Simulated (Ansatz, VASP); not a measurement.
## One calculation of YTl, two programs

INCAR

```
ALGO = Normal
EDIFF = 1E-6
ENCUT = 520
GGA = CA
ISIF = 2
ISMEAR = -1
LASPH = True
LCHARG = True
LELF = True
LREAL = False
LVHAR = True
LWAVE = False
NBANDS = 19
NELM = 80
PREC = Accurate
SIGMA = 0.08
```

File KPOINTS:

```
k-points
0
Gamma
  11 11 11
```

The input POSCAR:

```
YTl
1.0
    3.7885100000      0.0000000000      0.0000000000
    0.0000000000      3.7885100000      0.0000000000
    0.0000000000      0.0000000000      3.7510000000
Y Tl
1 1
Direct
    0.5000000000      0.5000000000      0.5000000000
    0.0000000000      0.0000000000      0.0000000000
```

Input for Ansatz:

```yaml
crystal:
  lattice:
    - [3.78851, 0.0, 0.0]
    - [0.0, 3.78851, 0.0]
    - [0.0, 0.0, 3.751]
  atoms:
    - { symbol: "Y", position: [0.5, 0.5, 0.5] }
    - { symbol: Tl, position: [0.0, 0.0, 0.0] }
kpoints:
  mp_grid: { grid: [11, 11, 11] }
  band_path:
    path:
      - [0.0, 0.0, 0.0]
      - [0.0, 0.5, 0.0]
      - [0.5, 0.5, 0.0]
      - [0.0, 0.0, 0.0]
      - [0.0, 0.0, 0.5]
      - [0.0, 0.5, 0.5]
      - [0.5, 0.5, 0.5]
      - [0.0, 0.0, 0.5]
      - [0.0, 0.5, 0.0]
    npoints: 5
scf:
  occupations: { method: fermi_dirac, width: 0.08 }
hamiltonian:
  xc: lda
  pseudopotentials: { kind: all_electron, lapw: { basis_error: 0.00025 } }
output:
  forces: true
  stress: true
  eigenvalues: true
```

Change from the starting cell: equal xx and yy strain of +1 %.

Alike in both runs: task single point; functional LDA; k mesh 11 × 11 × 11; occupations fermi-dirac, width 0.08 eV; no spin polarisation.

|  | VASP | Ansatz |
| --- | --- | --- |
| version | VASP 6.6.1 | Ansatz 0.2.0 |
| potentials or method | VASP PAW LDA potentials, release 64 (Y_sv, Tl_d), cutoff 520 eV | all-electron LAPW, scalar-relativistic |

|  | VASP | Ansatz | Ansatz less VASP |
| --- | --- | --- | --- |
| pressure (GPa) | -4.0 | -4.0 | -0.05 |
| traceless stress, the component that is largest in VASP (GPa) | 0.08 | 0.08 | -0.001 |

LDA's correlation is that of Perdew and Zunger in VASP and of Perdew and Wang (1992) in Ansatz. Ansatz ran all-electron here, and VASP with PAW potentials.

Neither program's run includes spin-orbit coupling.
